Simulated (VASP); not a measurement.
Input of a VASP 6.6.1 run:

INCAR

```
PREC = Accurate
ENCUT = 520
EDIFF = 1E-7
ISMEAR = 0
SIGMA = 0.1
LREAL = False
LASPH = True
NELM = 150
ALGO = Normal
ISIF = 2
LWAVE = False
LCHARG = True
ISPIN = 2
MAGMOM = 0 0 2 2 2 2
LORBIT = 11
LMAXMIX = 4
GGA = PE
LELF = True
LVHAR = True
NBANDS = 44
```

File KPOINTS:

```
regular mesh
0
Gamma
  6 6 2
```

File POSCAR:

```
CuNi2
1.0
    2.4991781511      0.0000000000      0.0000000000
   -1.2495890755      2.1643517674      0.0000000000
    0.0000000000      0.0000000000     12.4606816815
Cu Ni
2 4
Direct
    0.3333333333      0.6666666667      0.7500000000
    0.6666666667      0.3333333333      0.2500000000
    0.3333333333      0.6666666667      0.0805928854
    0.3333333333      0.6666666667      0.4194071146
    0.6666666667      0.3333333333      0.9194071146
    0.6666666667      0.3333333333      0.5805928854
```

Potentials or basis: VASP PAW PBE potentials, release 64 (Cu, Ni).

The run is started by

```bash
$ cat potpaw_PBE.64/Cu/POTCAR potpaw_PBE.64/Ni/POTCAR > POTCAR
$ mpirun -np 1 vasp_std > vasp.out
```

Problem. Predict the site moments.

Solution. Cu +0.00; Ni +0.54 μB.

Problem. Predict the largest force.

Solution. 0.018 eV/Å.

Forces on the atoms (eV/Å):
```
Cu   0.000  0.000  0.000
Cu   0.000  0.000  0.000
Ni   0.000  0.000  0.018
Ni   0.000  0.000 -0.018
Ni   0.000  0.000 -0.018
Ni   0.000  0.000  0.018
```

Caveat: the k points lie up to 0.48 Å⁻¹ apart.
